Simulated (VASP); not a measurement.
# AgCl in VASP: further runs

Runs on AgCl. Level: LDA. Tasks: single point.

Program: VASP 6.6.1. These are calculated values, not measurements. Logs are shortened: lines on timing, memory, paths and dates and some standing lists are left out, and cuts for length are marked.

## Step 1: The cell of the first run

It takes space group Fm-3m (No. 225, cubic). The conventional cell has a = 5.471 Å, b = 5.471 Å, c = 5.471 Å, α = 90.00°, β = 90.00°, γ = 90.00°. Ag (site symmetry m-3m) has 6 Cl at 2.74 Å within 3.6 Å. Cl (site symmetry m-3m) has 6 Ag at 2.74 Å within 3.6 Å.

## Step 2: Single point, LDA (volume scaled by 0.96)

The input, INCAR:

```
SYSTEM = AgCl
  ALGO = Normal
  EDIFF = 1E-7
  ENCUT = 520
  ISIF = 2
  ISMEAR = -1
  LASPH = .TRUE.
  LCHARG = .TRUE.
  LELF = .TRUE.
  LREAL = .FALSE.
  LVHAR = .TRUE.
  LWAVE = .FALSE.
  NBANDS = 16
  NELM = 60
  PREC = Accurate
  SIGMA = 0.02
```

The input, KPOINTS:

```
k-points
0
G
  8 8 8
  0 0 0
```

The input, POSCAR:

```
AgCl
1.0
    0.0000000000      2.7356704056      2.7356704056
    2.7356704056      0.0000000000      2.7356704056
    2.7356704056      2.7356704056      0.0000000000
Ag Cl
1 1
Direct
    0.5000000000      0.5000000000      0.5000000000
    0.0000000000      0.0000000000      0.0000000000
```

Potentials or basis: VASP PAW LDA potentials, release 64 (Ag, Cl).

Run with:

```sh
$ cat potpaw_LDA.64/Ag/POTCAR potpaw_LDA.64/Cl/POTCAR > POTCAR
$ mpirun -np 1 vasp_std > vasp.out
```

OUTCAR:

```text
SYSTEM = AgCl
   EDIFF = 1E-7
   ENCUT = 520
   ISIF = 2
   ISMEAR = -1
   LASPH = .TRUE.
   LREAL = .FALSE.
   NELM = 60
   PREC = Accurate

 ion  position               nearest neighbor table
   1  0.500  0.500  0.500-   2 2.74   2 2.74   2 2.74   2 2.74   2 2.74   2 2.74
   2  0.000  0.000  0.000-   1 2.74   1 2.74   1 2.74   1 2.74   1 2.74   1 2.74

  LATTYP: Found a face centered cubic cell.
 ALAT       =     5.4713408112

  Lattice vectors:

 A1 = (   0.0000000000,   2.7356704056,   2.7356704056)
 A2 = (   2.7356704056,   0.0000000000,   2.7356704056)
 A3 = (   2.7356704056,   2.7356704056,   0.0000000000)

Analysis of symmetry for initial positions (statically):
[... 33 lines left out ...]
                                     Primitive cell

  volume of cell :      40.9469

  direct lattice vectors                    reciprocal lattice vectors
     0.000000000  2.735670406  2.735670406    -0.182770556  0.182770556  0.182770556
     2.735670406  0.000000000  2.735670406     0.182770556 -0.182770556  0.182770556
     2.735670406  2.735670406  0.000000000     0.182770556  0.182770556 -0.182770556

  length of vectors
     3.868822190  3.868822190  3.868822190     0.316567888  0.316567888  0.316567888

  position of ions in fractional coordinates (direct lattice)
     0.500000000  0.500000000  0.500000000
     0.000000000  0.000000000  0.000000000

  ion indices of the primitive-cell ions
   primitive index   ion index
                 1           1
                 2           2

----------------------------------------------------------------------------------------

 KPOINTS: k-points

Automatic generation of k-mesh.
 Grid dimensions read from file:
 generate k-points for:    8    8    8

 Generating k-lattice:

  Cartesian coordinates                     Fractional coordinates (reciprocal lattice)
    -0.022846319  0.022846319  0.022846319     0.125000000  0.000000000  0.000000000
     0.022846319 -0.022846319  0.022846319     0.000000000  0.125000000  0.000000000
     0.022846319  0.022846319 -0.022846319     0.000000000  0.000000000  0.125000000

  Length of vectors
     0.039570986  0.039570986  0.039570986

  Shift w.r.t. Gamma in fractional coordinates (k-lattice)
     0.000000000  0.000000000  0.000000000

 Subroutine IBZKPT returns following result:
 ===========================================

 Found     29 irreducible k-points:

 Following reciprocal coordinates:
            Coordinates               Weight
  0.000000  0.000000  0.000000      1.000000
  0.125000  0.000000  0.000000      8.000000
  0.250000  0.000000  0.000000      8.000000
  0.375000  0.000000  0.000000      8.000000
  0.500000  0.000000  0.000000      4.000000
  0.125000  0.125000  0.000000      6.000000
[... 16 lines left out ...]
  0.500000  0.250000  0.125000     48.000000
 -0.375000  0.250000  0.125000     24.000000
 [... further k-points ...]
   k-points           NKPTS =     29   k-points in BZ     NKDIM =     29   number of bands    NBANDS=     16
   number of dos      NEDOS =    301   number of ions     NIONS =      2
   total plane-waves  NPLWV =  27000
   dimension x,y,z NGX =    30 NGY =   30 NGZ =   30
   dimension x,y,z NGXF=    60 NGYF=   60 NGZF=   60
   ions per type =               1   1
   NGX,Y,Z   is equivalent  to a cutoff of  12.89, 12.89, 12.89 a.u.
   NGXF,Y,Z  is equivalent  to a cutoff of  25.78, 25.78, 25.78 a.u.
 SYSTEM =  AgCl
   PREC   = accura    normal or accurate (medium, high low for compatibility)
   ISTART =      0    job   : 0-new  1-cont  2-samecut
   ICHARG =      2    charge: 1-file 2-atom 10-const
   ISPIN  =      1    spin polarized calculation?
   LNONCOLLINEAR =      F non collinear calculations
   LSORBIT =      F    spin-orbit coupling
   LASPH  =      T    aspherical Exc in radial PAW
   ENCUT  =  520.0 eV  38.22 Ry    6.18 a.u.   7.19  7.19  7.19*2*pi/ulx,y,z
   NELM   =     60;   NELMIN=  2; NELMDL= -5     # of ELM steps
   EDIFF  = 0.1E-06   stopping-criterion for ELM
   LREAL  =      F    real-space projection
   EDIFFG = 0.1E-05   stopping-criterion for IOM
   NSW    =      0    number of steps for IOM
   IBRION =     -1    ionic relax: 0-MD 1-quasi-New 2-CG
   NFREE  =      0    steps in history (QN), initial steepest desc. (CG)
   ISIF   =      2    stress and relaxation
   ISYM   =      2    0-nonsym 1-usesym 2-fastsym
   POTIM  = 0.5000    time-step for ionic-motion
   TEBEG  =    0.0;   TEEND  =   0.0 temperature during run
   PSTRESS=    0.0 pullay stress
   NELECT =      18.0000    total number of electrons
   NUPDOWN=      -1.0000    fix difference up-down
   EMIN   =  10.00;   EMAX   =-10.00  energy-range for DOS
   EFERMI =   0.00;   METHOD = LEGACY
   ISMEAR =    -1;   SIGMA  =   0.02  broadening in eV -4-tet -1-fermi 0-gaus
   EFERMI_NEDOS =   21; number of points for ismear=-14 and -15
   IALGO  =     38    algorithm
   IMIX   =      4    mixing-type and parameters
     AMIX     =   0.40;   BMIX     =  1.00
     AMIX_MAG =   1.60;   BMIX_MAG =  1.00
  volume/ion in A,a.u.               =      20.47       138.16
  Fermi-wavevector in a.u.,A,eV,Ry     =   1.244778  2.352289 21.081849  1.549472
  Thomas-Fermi vector in A             =   2.379030
   LORBIT       =      0    0 simple, 1 ext, 2 COOP (PROOUT), +10 PAW based schemes
   GGA     = CA    functional components
   LHFCALC =     F    Hartree Fock is set to
   AEXX    =    0.0000 exact exchange contribution
   IVDW    =     0    specifies the selected vdW correction
   LEPSILON=     F    determine dielectric tensor
   LRPA    =     F    only Hartree local field effects (RPA)
 non-spin polarized calculation
  energy-cutoff  :      520.00
  volume of cell :       40.95
 maximum number of plane-waves:      1124
 NGX is ok and might be reduce to    30
   NGX = 15   NGY = 15   NGZ = 15

 number of electron      18.0000002 magnetization

 Free energy of the ion-electron system (eV)
  ---------------------------------------------------
  ext. energy  EPLUGINS =         0.00000000
  ---------------------------------------------------
  free energy    TOTEN  =        -6.76169557 eV

  energy without entropy =       -6.76169557  energy(sigma->0) =       -6.76169557

 E-fermi :   4.4578     XC(G=0): -10.6463

 val. band max:        4.1131887516   @ k =   0.5000   0.0000   0.0000
 cond. band min:       4.7536183210   @ k =   0.0000   0.0000   0.0000
 fundamental gap:      0.6404295694
 Fermi energy:         4.4577504175

 k-point     1 :       0.0000    0.0000    0.0000
  band No.  band energies     occupation
      1     -11.2159      2.00000
      2       1.4171      2.00000
      3       1.4171      2.00000
      4       1.4171      2.00000
      5       1.4583      2.00000
      6       1.4583      2.00000
[... 8 lines left out ...]
     15      17.3558      0.00000
     16      17.3558      0.00000

 k-point     2 :       0.1250    0.0000    0.0000
  band No.  band energies     occupation
      1     -11.1459      2.00000
      2       0.6980      2.00000
      3       0.7629      2.00000
      4       0.7629      2.00000
      5       1.4788      2.00000
      6       1.4788      2.00000
[... 8 lines left out ...]
     15      16.0805      0.00000
     16      16.6300      0.00000

 k-point     3 :       0.2500    0.0000    0.0000
  band No.  band energies     occupation
      1     -10.9685      2.00000
      2      -0.4151      2.00000
      3       0.1530      2.00000
      4       0.1530      2.00000
      5       1.6225      2.00000
      6       1.6225      2.00000
[... 8 lines left out ...]
     15      16.3083      0.00000
     16      16.5641      0.00000

 k-point     4 :       0.3750    0.0000    0.0000
  band No.  band energies     occupation
      1     -10.7777      2.00000
      2      -1.2587      2.00000
      3      -0.2351      2.00000
      4      -0.2351      2.00000
      5       1.7729      2.00000
      6       1.7729      2.00000
[... 8 lines left out ...]
     15      17.1776      0.00000
     16      17.1776      0.00000

 k-point     5 :       0.5000    0.0000    0.0000
  band No.  band energies     occupation
      1     -10.6942      2.00000
      2      -1.5699      2.00000
      3      -0.3681      2.00000
      4      -0.3681      2.00000
      5       1.8374      2.00000
      6       1.8374      2.00000
[... 8 lines left out ...]
     15      17.7709      0.00000
     16      17.7709      0.00000

 k-point     6 :       0.1250    0.1250    0.0000
  band No.  band energies     occupation
      1     -11.1252      2.00000
      2       0.1840      2.00000
      3       1.0667      2.00000
      4       1.0667      2.00000
      5       1.3603      2.00000
      6       1.4892      2.00000
[... 8 lines left out ...]
     15      17.8825      0.00000
     16      18.1151      0.00000
[... 267 lines left out ...]
 k-point    21 :       0.5000    0.5000    0.0000
  band No.  band energies     occupation
      1     -10.6810      2.00000
      2      -0.5776      2.00000
      3       0.8244      2.00000
      4       0.8244      2.00000
      5       1.0372      2.00000
      6       1.6726      2.00000
[... 8 lines left out ...]
     15      19.3107      0.00000
     16      19.3107      0.00000

 k-point    22 :       0.3750    0.2500    0.1250
  band No.  band energies     occupation
      1     -10.8604      2.00000
      2      -0.8158      2.00000
      3       0.0673      2.00000
      4       0.4393      2.00000
      5       1.5246      2.00000
      6       1.7508      2.00000
[... 8 lines left out ...]
     15      18.2598      0.00000
     16      19.4473      0.00000

 k-point    23 :       0.5000    0.2500    0.1250
  band No.  band energies     occupation
      1     -10.7247      2.00000
      2      -1.0490      2.00000
      3      -0.2448      2.00000
      4       0.0141      2.00000
      5       1.6602      2.00000
      6       1.8450      2.00000
[... 8 lines left out ...]
     15      18.4657      0.00000
     16      19.2830      0.00000

 k-point    24 :      -0.3750    0.2500    0.1250
  band No.  band energies     occupation
      1     -10.6666      2.00000
      2      -1.1226      2.00000
      3      -0.3059      2.00000
      4      -0.2455      2.00000
      5       1.7627      2.00000
      6       1.8384      2.00000
[... 8 lines left out ...]
     15      17.5765      0.00000
     16      19.0954      0.00000

 [... further k-points ...]

------------------------ aborting loop because EDIFF is reached ----------------------------------------

  FORCE on cell =-STRESS in cart. coord.  units (eV):
  Direction    XX          YY          ZZ          XY          YZ          ZX
  --------------------------------------------------------------------------------------
  -------------------------------------------------------------------------------------
  Total       -0.9697830     -0.9697830     -0.9697830      0.0000000      0.0000000      0.0000000
  in kB      -37.9458111    -37.9458111    -37.9458111      0.0000000      0.0000000      0.0000000
  external PRESSURE =     -37.9458111 kB  Pullay stress =       0.0000000 kB

 VOLUME and BASIS-vectors are now :
 -----------------------------------------------------------------------------
  energy-cutoff  :      520.00
  volume of cell :       40.95
      direct lattice vectors                 reciprocal lattice vectors
     0.000000000  2.735670406  2.735670406    -0.182770556  0.182770556  0.182770556
     2.735670406  0.000000000  2.735670406     0.182770556 -0.182770556  0.182770556
     2.735670406  2.735670406  0.000000000     0.182770556  0.182770556 -0.182770556

 POSITION                                       TOTAL-FORCE (eV/Angst)
 -----------------------------------------------------------------------------------
      2.73567      2.73567      2.73567        -0.000000     -0.000000     -0.000000
      0.00000      0.00000      0.00000         0.000000      0.000000      0.000000
 -----------------------------------------------------------------------------------
    total drift:                                0.000000      0.000000      0.000000

  FREE ENERGIE OF THE ION-ELECTRON SYSTEM (eV)
  ---------------------------------------------------
  free  energy   TOTEN  =        -6.7616955709 eV

  energy  without entropy=       -6.7616955699  energy(sigma->0) =       -6.76169557
```

Wall time 15 s (1 thread of Intel Xeon Platinum 8259CL at 2.50GHz (Skylake/Cascade Lake), shared host); peak memory 0.15 GiB.

What came out:

```
Free energy            : -6.7617 eV
Pressure               : -3.8 GPa
Band gap on the k mesh : 0.64 eV, indirect (least direct gap 3.11 eV)
```

 A k mesh can miss the band edges.

(Continued in part 2 of 3.)
